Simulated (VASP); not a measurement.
Input of a VASP 6.6.1 run:

The input INCAR:

```
  PREC = Accurate
  ENCUT = 520
  EDIFF = 1E-7
  ISMEAR = 0
  SIGMA = 0.05
  LREAL = F
  LASPH = T
  NELM = 100
  ALGO = Normal
  ISIF = 2
  LWAVE = F
  LCHARG = T
  GGA = PS
  LELF = T
  LVHAR = T
  NBANDS = 16
```

KPOINTS

```
regular mesh
0
Gamma
  9 9 6
```

POSCAR

```
AlN
1.0
    3.2420000000      0.0000000000      0.0000000000
   -1.6210000000      2.8076543591      0.0000000000
    0.0000000000      0.0000000000      3.9744000000
Al N
2 2
Direct
    0.3333333333      0.6666666667      0.7500000000
    0.6666666667      0.3333333333      0.2500000000
    0.3333333333      0.6666666667      0.2500000000
    0.6666666667      0.3333333333      0.7500000000
```

Potentials or basis: VASP PAW PBE potentials, release 64 (Al, N).

Command:

```bash
$ cat potpaw_PBE.64/Al/POTCAR potpaw_PBE.64/N/POTCAR > POTCAR
$ mpirun -np 1 vasp_std > vasp.out
```

**Question.** What does it give for the band gap on the k mesh?

**Answer.** 3.93 eV.

**Question.** What does it give for the pressure?

**Answer.** 19.0 GPa.

Stress tensor (GPa, compression positive):
```
17.57  0.00  0.00
 0.00 17.57  0.00
 0.00  0.00 21.97
```

Caveat: the cell stands under pressure; the PAW data sets were made with another functional, which shifts forces and pressure a little; an odd mesh through Γ misses points on the zone boundary, where band edges can lie.
